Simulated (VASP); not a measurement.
Here is a VASP 6.6.1 calculation.

The input INCAR:

```
PREC = Accurate
ENCUT = 500
EDIFF = 1E-6
ISMEAR = -1
SIGMA = 0.05
LREAL = False
LASPH = True
NELM = 200
ALGO = Normal
ISIF = 2
LWAVE = False
LCHARG = False
LNONCOLLINEAR = True
MAGMOM = 0 0 0
LORBIT = 11
LSORBIT = True
GGA_COMPAT = False
LORBMOM = True
GGA = PS
NBANDS = 25
```

File KPOINTS:

```
Automatic mesh
0
Gamma
  7 7 7
```

File POSCAR:

```
Sn
1.0
   -1.8946518192      1.8946518192      1.8946518192
    1.8946518192     -1.8946518192      1.8946518192
    1.8946518192      1.8946518192     -1.8946518192
Sn
1
Direct
    0.0000000000      0.0000000000      0.0000000000
```

Potentials or basis: VASP PAW PBE potentials, release 64 (Sn_d).

Launch:

```bash
$ cat potpaw_PBE.64/Sn_d/POTCAR > POTCAR
$ mpirun -np 1 vasp_ncl > vasp.out
```

(1) What does it give for the pressure?

(2) What does it give for the net moment?

Answers

(1) -1.9 GPa.

(2) 0.00 μB per cell.

Caveat: the PAW data sets were made with another functional, which shifts forces and pressure a little.
